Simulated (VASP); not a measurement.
Here is a VASP 6.6.1 calculation.

File INCAR:

```
PREC = Accurate ; ENCUT = 520
EDIFF = 1E-7 ; ISMEAR = 0
SIGMA = 0.15 ; LREAL = F
LASPH = T ; NELM = 100
ALGO = Normal ; ISIF = 2
LWAVE = F ; LCHARG = F
GGA = PS ; NBANDS = 15
```

KPOINTS

```
Automatic mesh
0
Gamma
  24 24 12
```

The input POSCAR:

```
Fe
1.0
    2.4341575853      0.0000000000      0.0000000000
   -1.2170787927      2.1080423057      0.0000000000
    0.0000000000      0.0000000000      3.7650957806
Fe
2
Direct
    0.3333333333      0.6666666667      0.2500000000
    0.6666666667      0.3333333333      0.7500000000
```

Potentials or basis: VASP PAW PBE potentials, release 64 (Fe).

Command:

```sh
$ cat potpaw_PBE.64/Fe/POTCAR > POTCAR
$ mpirun -np 1 vasp_std > vasp.out
```

Problem. Predict the band gap on the k mesh.

Solution. Zero (bands 8 and 9 overlap by 2.07 eV).

Problem. Predict the pressure.

Solution. 5.2 GPa.

Stress tensor (GPa, compression positive):
```
 1.57  0.00  0.00
 0.00  1.57  0.00
 0.00  0.00 12.53
```

Caveat: the cell differs from its parent crystal (strain -0.0200 x Voigt [0, 0, 1, 0, 0, 0]); the cell stands under pressure; the PAW data sets were made with another functional, which shifts forces and pressure a little; the run has no spin polarisation, though such a crystal can be magnetic. Spin polarisation is off, so any magnetic state and its effect on volume and gap are missing.
